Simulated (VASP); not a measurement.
Set up this calculation in VASP 6.6.1, as the native input.

| Property | Result |
| --- | --- |
| Task | single point |
| Functional | PBE |
| Potentials or basis | VASP PAW PBE potentials, release 64 (Rb_sv, Li_sv) |
| Cutoff | 520 eV |
| k mesh | 1 × 1 × 1 |
| Occupations | fermi-dirac, width 0.05 eV |
| Spin | no spin polarisation |
| Dipole correction | no |
| Further INCAR settings | LREAL = Auto; ALGO = Normal; EDIFF = 1e-06; NBANDS = 88 |

The structure of Rb16Li (a cell with a defect) lies in POSCAR:

```
Rb16Li
1.0
   11.1800000000      0.0000000000      0.0000000000
    0.0000000000     11.1800000000      0.0000000000
    0.0000000000      0.0000000000     11.1800000000
Rb Li
16 1
Direct
   -0.0411576314     -0.0000345652      0.0061573620
    0.5394911230     -0.0000091186      0.0050400194
   -0.0116847411      0.4996073887      0.0097446643
    0.0224318642      0.0001651414      0.5313814886
    0.2498014685      0.2276366940      0.2186601688
    0.5120000825      0.4996641603      0.0097989282
    0.4775234895      0.0001384895      0.5307981906
    0.7494943669      0.2406306257      0.2752483415
    0.0091990409      0.5004190486      0.4747281669
    0.2498291080      0.7723656966      0.2191849037
    0.2500336856      0.2911861411      0.7438659505
    0.4907923491      0.5004583401      0.4749514762
    0.7494631785      0.7593665549      0.2750594419
    0.7504580453      0.2616532855      0.7402374159
    0.2500106898      0.7101931628      0.7447883302
    0.7503990249      0.7380704198      0.7401908133
    0.2480692558      0.0016047350      0.8745133381
```

These files were run (other wordings do the same):

INCAR

```
ALGO = Normal
EDIFF = 1E-6
ENCUT = 520
GGA = PE
ISIF = 2
ISMEAR = -1
LASPH = True
LCHARG = False
LREAL = Auto
LWAVE = False
NBANDS = 88
NELM = 60
PREC = Accurate
SIGMA = 0.05
```

KPOINTS

```
k-points
0
Gamma
  1 1 1
```

Potentials or basis: VASP PAW PBE potentials, release 64 (Rb_sv, Li_sv).

Run with:

```sh
$ cat potpaw_PBE.64/Rb_sv/POTCAR potpaw_PBE.64/Li_sv/POTCAR > POTCAR
$ mpirun -np 1 vasp_gam > vasp.out
```

It gave:

- Largest force: 0.012 eV/Å

Caveat: the k points lie up to 0.56 Å⁻¹ apart.

Run time: 110 s on 1 thread of Intel(R) Xeon(R) 6975P-C (Granite Rapids), with other jobs on the host, peak memory 0.98 GiB.
